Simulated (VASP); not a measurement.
**AlN: single point with PBE**

Crystal: AlN.

```
Al N
1.0
     3.09860    0.00000    0.00000
    -1.54930    2.68347    0.00000
     0.00000    0.00000    4.41490
Al N
2 2
Direct
  0.33333 0.66667 0.98200
  0.66667 0.33333 0.48200
  0.33333 0.66667 0.40300
  0.66667 0.33333 0.90300
```

```
Program             : VASP 6.6.1
Task                : single point
Functional          : PBE
Potentials or basis : VASP PAW PBE potentials, release 64 (Al, N)
Cutoff              : 520 eV
k mesh              : 9 × 9 × 6
Occupations         : gaussian, width 0.05 eV
Spin                : no spin polarisation
```

```json
{
  "Pressure": "32.0 GPa",
  "Band gap on the k mesh": "4.41 eV, direct"
}
```

Stress tensor (GPa, compression positive):
```
29.58  0.00  0.00
 0.00 29.58  0.00
 0.00  0.00 36.71
```

Levels at points of the mesh, in eV from the valence-band top:
| k point | band 5 | band 6 | band 7 | band 8 | band 9 | band 10 | band 11 | band 12 |
| --- | --- | --- | --- | --- | --- | --- | --- | --- |
| (0.00, 0.00, 0.00) | -2.54 | -1.42 | -1.42 | 0.00 | 4.41 | 6.03 | 10.02 | 10.02 |
| (0.00, 0.00, 0.50) | -2.01 | -2.01 | -2.01 | -2.01 | 6.50 | 6.50 | 10.31 | 10.31 |

Run time: 8.4 s on 1 thread of Intel(R) Xeon(R) 6975P-C (Granite Rapids) (shared host), peak memory 0.15 GiB.

A k mesh can miss the band edges. A hybrid or GW would open this gap; PBE tends to underestimate it.
